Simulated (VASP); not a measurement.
# SiO2 (P4_2/mnm) in VASP: notebook, part 2 of 3

VASP 6.6.1.

**3. Single point, LDA**

This run uses another cell than the first one, of 8.71 Å³/atom, 1.003 times its volume.

INCAR reads:

```
PREC = Accurate
ENCUT = 520
EDIFF = 1E-7
ISMEAR = 0
SIGMA = 0.05
LREAL = F
LASPH = T
NELM = 80
ALGO = Normal
ISIF = 2
LWAVE = F
LCHARG = T
GGA = CA
LELF = T
LVHAR = T
NBANDS = 25
```

KPOINTS reads:

```
regular mesh
0
Gamma
  6 6 8
```

POSCAR reads:

```
SiO2
1.0
    4.2798000000      0.0000000000      0.0000000000
    0.0000000000      4.2798000000      0.0000000000
    0.0000000000      0.0000000000      2.8529000000
Si O
2 4
Direct
    0.5000000000      0.5000000000      0.5000000000
    0.0000000000      0.0000000000      0.0000000000
    0.6944252994      0.6944252994      0.0000000000
    0.1944252994      0.8055747006      0.5000000000
    0.3055747006      0.3055747006      0.0000000000
    0.8055747006      0.1944252994      0.5000000000
```

Potentials or basis: VASP PAW LDA potentials, release 64 (Si, O).

Started as:

```bash
> cat potpaw_LDA.64/Si/POTCAR potpaw_LDA.64/O/POTCAR > POTCAR
> mpirun -np 1 vasp_std > vasp.out
```

OUTCAR:

```text
PREC = Accurate
   ENCUT = 520
   EDIFF = 1E-7
   ISMEAR = 0
   LREAL = F
   LASPH = T
   NELM = 80
   ISIF = 2
   GGA = CA

 ion  position               nearest neighbor table
   1  0.500  0.500  0.500-   3 1.85   5 1.85   3 1.85   5 1.85   4 1.85   6 1.85
   2  0.000  0.000  0.000-   4 1.85   6 1.85   4 1.85   6 1.85   5 1.85   3 1.85
   3  0.694  0.694  0.000-   1 1.85   1 1.85   2 1.85
   4  0.194  0.806  0.500-   2 1.85   2 1.85   1 1.85
   5  0.306  0.306  0.000-   1 1.85   1 1.85   2 1.85
   6  0.806  0.194  0.500-   2 1.85   2 1.85   1 1.85

  LATTYP: Found a simple tetragonal cell.
 ALAT       =     4.2798000000
 C/A-ratio  =     0.6665965699

  Lattice vectors:

 A1 = (   4.2798000000,   0.0000000000,   0.0000000000)
 A2 = (   0.0000000000,   4.2798000000,   0.0000000000)
 A3 = (   0.0000000000,   0.0000000000,   2.8529000000)

Analysis of symmetry for initial positions (statically):
=====================================================================
 Subroutine PRICEL returns:
 Original cell was already a primitive cell.

 Routine SETGRP: Setting up the symmetry group for a
 simple tetragonal supercell.

 Subroutine GETGRP returns: Found 16 space group operations
 (whereof  8 operations were pure point group operations)
 out of a pool of 16 trial point group operations.

The static configuration has the point symmetry D_2h.
 The point group associated with its full space group is D_4h.

Analysis of symmetry for dynamics (positions and initial velocities):
=====================================================================
 Subroutine PRICEL returns:
 Original cell was already a primitive cell.

 Routine SETGRP: Setting up the symmetry group for a
 simple tetragonal supercell.

 Subroutine GETGRP returns: Found 16 space group operations
 (whereof  8 operations were pure point group operations)
 out of a pool of 16 trial point group operations.

The dynamic configuration has the point symmetry D_2h.
 The point group associated with its full space group is D_4h.

 Subroutine INISYM returns: Found 16 space group operations
 (whereof  8 operations are pure point group operations),
 and found     1 'primitive' translations

----------------------------------------------------------------------------------------

                                     Primitive cell

  volume of cell :      52.2557

  direct lattice vectors                    reciprocal lattice vectors
     4.279800000  0.000000000  0.000000000     0.233655778  0.000000000  0.000000000
     0.000000000  4.279800000  0.000000000     0.000000000  0.233655778  0.000000000
     0.000000000  0.000000000  2.852900000     0.000000000  0.000000000  0.350520523

  length of vectors
     4.279800000  4.279800000  2.852900000     0.233655778  0.233655778  0.350520523

  position of ions in fractional coordinates (direct lattice)
     0.500000000  0.500000000  0.500000000
     0.000000000  0.000000000  0.000000000
     0.694425299  0.694425299  0.000000000
     0.194425299  0.805574701  0.500000000
     0.305574701  0.305574701  0.000000000
     0.805574701  0.194425299  0.500000000

  ion indices of the primitive-cell ions
   primitive index   ion index
                 1           1
                 2           2
[... 24 lines left out ...]
     0.000000000  0.000000000  0.000000000

 Subroutine IBZKPT returns following result:
 ===========================================

 Found     50 irreducible k-points:

 Following reciprocal coordinates:
            Coordinates               Weight
  0.000000  0.000000  0.000000      1.000000
  0.166667  0.000000  0.000000      4.000000
  0.333333  0.000000  0.000000      4.000000
  0.500000  0.000000  0.000000      2.000000
  0.166667  0.166667  0.000000      4.000000
  0.333333  0.166667  0.000000      8.000000
[... 16 lines left out ...]
  0.333333  0.000000  0.250000      8.000000
  0.500000  0.000000  0.250000      4.000000
 [... further k-points ...]
   k-points           NKPTS =     50   k-points in BZ     NKDIM =     50   number of bands    NBANDS=     25
   number of dos      NEDOS =    301   number of ions     NIONS =      6
   total plane-waves  NPLWV =  24576
   dimension x,y,z NGX =    32 NGY =   32 NGZ =   24
   dimension x,y,z NGXF=    64 NGYF=   64 NGZF=   48
   ions per type =               2   4
   NGX,Y,Z   is equivalent  to a cutoff of  12.43, 12.43, 13.99 a.u.
   NGXF,Y,Z  is equivalent  to a cutoff of  24.86, 24.86, 27.97 a.u.
 SYSTEM =  unknown system
   PREC   = accura    normal or accurate (medium, high low for compatibility)
   ISTART =      0    job   : 0-new  1-cont  2-samecut
   ICHARG =      2    charge: 1-file 2-atom 10-const
   ISPIN  =      1    spin polarized calculation?
   LNONCOLLINEAR =      F non collinear calculations
   LSORBIT =      F    spin-orbit coupling
   LASPH  =      T    aspherical Exc in radial PAW
   ENCUT  =  520.0 eV  38.22 Ry    6.18 a.u.   7.96  7.96  5.30*2*pi/ulx,y,z
   NELM   =     80;   NELMIN=  2; NELMDL= -5     # of ELM steps
   EDIFF  = 0.1E-06   stopping-criterion for ELM
   LREAL  =      F    real-space projection
   EDIFFG = 0.1E-05   stopping-criterion for IOM
   NSW    =      0    number of steps for IOM
   IBRION =     -1    ionic relax: 0-MD 1-quasi-New 2-CG
   NFREE  =      0    steps in history (QN), initial steepest desc. (CG)
   ISIF   =      2    stress and relaxation
   ISYM   =      2    0-nonsym 1-usesym 2-fastsym
   POTIM  = 0.5000    time-step for ionic-motion
   TEBEG  =    0.0;   TEEND  =   0.0 temperature during run
   PSTRESS=    0.0 pullay stress
   NELECT =      32.0000    total number of electrons
   NUPDOWN=      -1.0000    fix difference up-down
   EMIN   =  10.00;   EMAX   =-10.00  energy-range for DOS
   EFERMI =   0.00;   METHOD = LEGACY
   ISMEAR =     0;   SIGMA  =   0.05  broadening in eV -4-tet -1-fermi 0-gaus
   EFERMI_NEDOS =   21; number of points for ismear=-14 and -15
   IALGO  =     38    algorithm
   IMIX   =      4    mixing-type and parameters
     AMIX     =   0.40;   BMIX     =  1.00
     AMIX_MAG =   1.60;   BMIX_MAG =  1.00
  volume/ion in A,a.u.               =       8.71        58.77
  Fermi-wavevector in a.u.,A,eV,Ry     =   1.390210  2.627115 26.295750  1.932683
  Thomas-Fermi vector in A             =   2.514167
   LORBIT       =      0    0 simple, 1 ext, 2 COOP (PROOUT), +10 PAW based schemes
   GGA     = CA    functional components
   LHFCALC =     F    Hartree Fock is set to
   AEXX    =    0.0000 exact exchange contribution
   IVDW    =     0    specifies the selected vdW correction
   LEPSILON=     F    determine dielectric tensor
   LRPA    =     F    only Hartree local field effects (RPA)
 non-spin polarized calculation
 Gauss-broadening in eV      SIGMA  =   0.05
  energy-cutoff  :      520.00
  volume of cell :       52.26
 maximum number of plane-waves:      1428
 NGX is ok and might be reduce to    32
   NGX = 15   NGY = 15   NGZ = 11

 number of electron      32.0000032 magnetization

 Free energy of the ion-electron system (eV)
  ---------------------------------------------------
  ext. energy  EPLUGINS =         0.00000000
  ---------------------------------------------------
  free energy    TOTEN  =       -51.17525622 eV

  energy without entropy =      -51.17525622  energy(sigma->0) =      -51.17525622

 E-fermi :   6.8469     XC(G=0): -12.1704

 val. band max:        6.6127714468   @ k =   0.0000   0.0000   0.0000
 cond. band min:      10.0959345016   @ k =   0.0000   0.0000   0.0000
 fundamental gap:      3.4831630548
 Fermi energy:         6.8469161717

 k-point     1 :       0.0000    0.0000    0.0000
  band No.  band energies     occupation
      1     -14.5987      2.00000
      2     -11.3555      2.00000
      3     -11.3555      2.00000
      4     -11.0635      2.00000
      5      -3.6757      2.00000
      6       0.8967      2.00000
[... 661 lines left out ...]
     24      18.2800      0.00000
     25      19.3636      0.00000

 [... further k-points ...]
[... 5 lines left out ...]
  --------------------------------------------------------------------------------------
  -------------------------------------------------------------------------------------
  Total       -8.7687699     -8.7687699    -15.1651080      0.0000000      0.0000000      0.0000000
  in kB     -268.8535395   -268.8535395   -464.9674945      0.0000000      0.0000000      0.0000000
  external PRESSURE =    -334.2248578 kB  Pullay stress =       0.0000000 kB

 VOLUME and BASIS-vectors are now :
 -----------------------------------------------------------------------------
  energy-cutoff  :      520.00
  volume of cell :       52.26
      direct lattice vectors                 reciprocal lattice vectors
     4.279800000  0.000000000  0.000000000     0.233655778  0.000000000  0.000000000
     0.000000000  4.279800000  0.000000000     0.000000000  0.233655778  0.000000000
     0.000000000  0.000000000  2.852900000     0.000000000  0.000000000  0.350520523

 POSITION                                       TOTAL-FORCE (eV/Angst)
 -----------------------------------------------------------------------------------
      2.13990      2.13990      1.42645         0.000000      0.000000     -0.000000
      0.00000      0.00000      0.00000         0.000000      0.000000     -0.000000
      2.97200      2.97200      0.00000        -0.221359     -0.221359     -0.000000
      0.83210      3.44770      1.42645        -0.221359      0.221359     -0.000000
      1.30780      1.30780      0.00000         0.221359      0.221359      0.000000
      3.44770      0.83210      1.42645         0.221359     -0.221359     -0.000000
 -----------------------------------------------------------------------------------
    total drift:                                0.000000      0.000000     -0.000000

  FREE ENERGIE OF THE ION-ELECTRON SYSTEM (eV)
  ---------------------------------------------------
  free  energy   TOTEN  =       -51.1752562204 eV

  energy  without entropy=      -51.1752562204  energy(sigma->0) =      -51.17525622
```

OSZICAR:

```text
N       E                     dE             d eps       ncg     rms          rms(c)
DAV:   1     0.123397038548E+03    0.12340E+03   -0.17329E+04  2508   0.122E+03
DAV:   2    -0.489909549986E+02   -0.17239E+03   -0.16411E+03  3202   0.267E+02
DAV:   3    -0.558237941745E+02   -0.68328E+01   -0.67994E+01  3337   0.511E+01
DAV:   4    -0.558701575836E+02   -0.46363E-01   -0.46347E-01  2919   0.490E+00
DAV:   5    -0.558705906446E+02   -0.43306E-03   -0.43296E-03  3352   0.447E-01    0.156E+01
DAV:   6    -0.512526668663E+02    0.46179E+01   -0.13403E+01  3108   0.240E+01    0.717E+00
DAV:   7    -0.512187115648E+02    0.33955E-01   -0.63883E-01  2956   0.464E+00    0.271E+00
DAV:   8    -0.511818874487E+02    0.36824E-01   -0.31268E-02  3286   0.146E+00    0.100E+00
DAV:   9    -0.511752651694E+02    0.66223E-02   -0.61501E-03  3114   0.653E-01    0.222E-01
DAV:  10    -0.511752790513E+02   -0.13882E-04   -0.56266E-04  3087   0.159E-01    0.727E-02
DAV:  11    -0.511752575724E+02    0.21479E-04   -0.46540E-05  3176   0.500E-02    0.325E-02
DAV:  12    -0.511752562781E+02    0.12943E-05   -0.63496E-06  3179   0.171E-02    0.276E-03
DAV:  13    -0.511752562204E+02    0.57655E-07   -0.30171E-07  3059   0.343E-03
   1 F= -.51175256E+02 E0= -.51175256E+02  d E =-.293185E-13
```

stdout:

```text
POSCAR found type information on POSCAR SiO
 POSCAR found :  2 types and       6 ions
 scaLAPACK will be used
 LDA part: xc-table for (Slater(with rela. corr.)+CA(PZ))
 , standard interpolation
 POSCAR, INCAR and KPOINTS ok, starting setup
 FFT: planning ... GRIDC
 FFT: planning ... GRID_SOFT
 FFT: planning ... GRID
 WAVECAR not read
 entering main loop
```

Wall time 86 s (1 thread of AMD EPYC 7R13, shared host); peak memory 0.14 GiB.

What came out:

| Quantity | Value |
| --- | --- |
| Free energy | -51.1753 eV |
| Pressure | -33.4 GPa |
| Largest force | 0.313 eV/Å |
| Band gap on the k mesh | 3.48 eV, direct |

Forces in eV/Å, atoms in the order of the input:
```
Si   0.000  0.000  0.000
Si   0.000  0.000  0.000
O   -0.221 -0.221  0.000
O   -0.221  0.221  0.000
O    0.221  0.221  0.000
O    0.221 -0.221  0.000
```

**4. Single point, LDA**

This run uses another cell than the first one, of 8.70 Å³/atom, 1.002 times its volume.

INCAR, as its differences from that of step 3:

```diff
@@ -2,3 +2,3 @@
 ENCUT = 520
-EDIFF = 1E-7
+EDIFF = 1E-6
 ISMEAR = 0
@@ -7,3 +7,3 @@
 LASPH = T
-NELM = 80
+NELM = 60
 ALGO = Normal
```

KPOINTS is that of step 3.

POSCAR, as its differences from that of step 3:

```diff
@@ -2,5 +2,5 @@
 1.0
-    4.2798000000      0.0000000000      0.0000000000
-    0.0000000000      4.2798000000      0.0000000000
-    0.0000000000      0.0000000000      2.8529000000
+    4.2299000000      0.0000000000      0.0000000000
+    0.0000000000      4.2299000000      0.0000000000
+    0.0000000000      0.0000000000      2.9168000000
 Si O
```

Potentials or basis: VASP PAW LDA potentials, release 64 (Si, O).

Started as:

```bash
> cat potpaw_LDA.64/Si/POTCAR potpaw_LDA.64/O/POTCAR > POTCAR
> mpirun -np 1 vasp_std > vasp.out
```

OUTCAR:

```text
PREC = Accurate
   ENCUT = 520
   EDIFF = 1E-6
   ISMEAR = 0
   LREAL = F
   LASPH = T
   NELM = 60
   ISIF = 2
   GGA = CA

 ion  position               nearest neighbor table
   1  0.500  0.500  0.500-   4 1.83   6 1.83   5 1.87   3 1.87   3 1.87   5 1.87
   2  0.000  0.000  0.000-   3 1.83   5 1.83   4 1.87   6 1.87   4 1.87   6 1.87
   3  0.694  0.694  0.000-   2 1.83   1 1.87   1 1.87
   4  0.194  0.806  0.500-   1 1.83   2 1.87   2 1.87
   5  0.306  0.306  0.000-   2 1.83   1 1.87   1 1.87
   6  0.806  0.194  0.500-   1 1.83   2 1.87   2 1.87

  LATTYP: Found a simple tetragonal cell.
 ALAT       =     4.2299000000
 C/A-ratio  =     0.6895671292

  Lattice vectors:

 A1 = (   4.2299000000,   0.0000000000,   0.0000000000)
 A2 = (   0.0000000000,   4.2299000000,   0.0000000000)
 A3 = (   0.0000000000,   0.0000000000,   2.9168000000)

Analysis of symmetry for initial positions (statically):
=====================================================================
 Subroutine PRICEL returns:
 Original cell was already a primitive cell.

 Routine SETGRP: Setting up the symmetry group for a
[... 175 lines left out ...]
  free energy    TOTEN  =       -51.00707688 eV

  energy without entropy =      -51.00707688  energy(sigma->0) =      -51.00707688

 E-fermi :   6.8733     XC(G=0): -12.1874

 val. band max:        6.6329415878   @ k =   0.0000   0.0000   0.0000
 cond. band min:      10.0179165000   @ k =   0.0000   0.0000   0.0000
 fundamental gap:      3.3849749121
 Fermi energy:         6.8733100913

 k-point     1 :       0.0000    0.0000    0.0000
  band No.  band energies     occupation
      1     -14.5330      2.00000
      2     -11.2283      2.00000
      3     -11.2283      2.00000
      4     -10.8925      2.00000
      5      -3.6285      2.00000
      6       0.9522      2.00000
[... 661 lines left out ...]
     24      18.1638      0.00000
     25      19.4521      0.00000

 [... further k-points ...]
[... 5 lines left out ...]
  --------------------------------------------------------------------------------------
  -------------------------------------------------------------------------------------
  Total       -7.7157543     -7.7157543    -17.3983334      0.0000000      0.0000000      0.0000000
  in kB     -236.8765785   -236.8765785   -534.1354222      0.0000000      0.0000000      0.0000000
  external PRESSURE =    -335.9628598 kB  Pullay stress =       0.0000000 kB

 VOLUME and BASIS-vectors are now :
 -----------------------------------------------------------------------------
  energy-cutoff  :      520.00
  volume of cell :       52.19
      direct lattice vectors                 reciprocal lattice vectors
     4.229900000  0.000000000  0.000000000     0.236412208  0.000000000  0.000000000
     0.000000000  4.229900000  0.000000000     0.000000000  0.236412208  0.000000000
     0.000000000  0.000000000  2.916800000     0.000000000  0.000000000  0.342841470

 POSITION                                       TOTAL-FORCE (eV/Angst)
 -----------------------------------------------------------------------------------
      2.11495      2.11495      1.45840         0.000000      0.000000     -0.000000
      0.00000      0.00000      0.00000         0.000000      0.000000     -0.000000
      2.93735      2.93735      0.00000        -0.002127     -0.002127      0.000000
      0.82240      3.40750      1.45840        -0.002127      0.002127     -0.000000
      1.29255      1.29255      0.00000         0.002127      0.002127     -0.000000
      3.40750      0.82240      1.45840         0.002127     -0.002127      0.000000
 -----------------------------------------------------------------------------------
    total drift:                                0.000000      0.000000     -0.000000

  FREE ENERGIE OF THE ION-ELECTRON SYSTEM (eV)
  ---------------------------------------------------
  free  energy   TOTEN  =       -51.0070768813 eV

  energy  without entropy=      -51.0070768813  energy(sigma->0) =      -51.00707688
```

OSZICAR:

```text
N       E                     dE             d eps       ncg     rms          rms(c)
DAV:   1     0.128915089142E+03    0.12892E+03   -0.17278E+04  2516   0.121E+03
DAV:   2    -0.486387160740E+02   -0.17755E+03   -0.16916E+03  3250   0.268E+02
DAV:   3    -0.557023893848E+02   -0.70637E+01   -0.70300E+01  3325   0.514E+01
DAV:   4    -0.557502245049E+02   -0.47835E-01   -0.47817E-01  2949   0.497E+00
DAV:   5    -0.557506660543E+02   -0.44155E-03   -0.44141E-03  3361   0.450E-01    0.156E+01
DAV:   6    -0.510906872894E+02    0.46600E+01   -0.13533E+01  3106   0.241E+01    0.716E+00
DAV:   7    -0.510520290717E+02    0.38658E-01   -0.61319E-01  2988   0.461E+00    0.271E+00
DAV:   8    -0.510139551202E+02    0.38074E-01   -0.30578E-02  3248   0.144E+00    0.101E+00
DAV:   9    -0.510070837324E+02    0.68714E-02   -0.64067E-03  3067   0.670E-01    0.225E-01
DAV:  10    -0.510071031088E+02   -0.19376E-04   -0.61665E-04  3193   0.165E-01    0.709E-02
DAV:  11    -0.510070781733E+02    0.24935E-04   -0.55082E-05  3131   0.538E-02    0.330E-02
DAV:  12    -0.510070769273E+02    0.12459E-05   -0.68174E-06  3063   0.176E-02    0.232E-03
DAV:  13    -0.510070768813E+02    0.46028E-07   -0.24270E-07  1746   0.316E-03
   1 F= -.51007077E+02 E0= -.51007077E+02  d E =-.899718E-14
```

stdout:

```text
POSCAR found type information on POSCAR SiO
 POSCAR found :  2 types and       6 ions
 scaLAPACK will be used
 LDA part: xc-table for (Slater(with rela. corr.)+CA(PZ))
 , standard interpolation
 POSCAR, INCAR and KPOINTS ok, starting setup
 FFT: planning ... GRIDC
 FFT: planning ... GRID_SOFT
 FFT: planning ... GRID
 WAVECAR not read
 entering main loop
```

Run time: 96 s. Hardware: 1 thread of AMD EPYC 7R13, shared host; peak memory 0.14 GiB.

What came out:

| Item | Value |
| --- | --- |
| Free energy | -51.0071 eV |
| Pressure | -33.6 GPa |
| Largest force | 0.003 eV/Å |
| Band gap on the k mesh | 3.38 eV, direct |

Forces on the atoms (eV/Å):
```
Si   0.000  0.000  0.000
Si   0.000  0.000  0.000
O   -0.002 -0.002  0.000
O   -0.002  0.002  0.000
O    0.002  0.002  0.000
O    0.002 -0.002  0.000
```

Stress tensor (GPa, compression positive):
```
-23.69   0.00   0.00
  0.00 -23.69   0.00
  0.00   0.00 -53.41
```

Levels at points of the mesh, in eV from the valence-band top:
```
           k point  band 12  band 13  band 14  band 15  band 16  band 17  band 18  band 19  band 20  band 21
(0.00, 0.00, 0.00)    -3.09    -2.59    -0.74    -0.74     0.00     3.38     5.01     6.48     6.48     9.28
(0.50, 0.00, 0.00)    -3.40    -2.64    -2.64    -0.88    -0.88     5.68     5.68     7.17     7.17    10.80
(0.50, 0.50, 0.00)    -3.25    -2.67    -2.67    -1.70    -1.70     5.41     5.41     8.14     8.14    12.16
(0.00, 0.00, 0.50)    -4.16    -2.81    -2.81    -2.24    -2.24     7.50     7.50    11.19    11.19    11.74
(0.50, 0.00, 0.50)    -3.53    -1.88    -1.88    -1.45    -1.45     7.44     7.44     9.10     9.10    11.65
(0.50, 0.50, 0.50)    -3.92    -1.36    -1.36    -1.25    -1.25     5.83     5.83    10.24    10.24    10.81
```

Expect the measured gap to be larger: semilocal functionals such as LDA lack the derivative discontinuity.

(Part 2 of 3 ends here.)
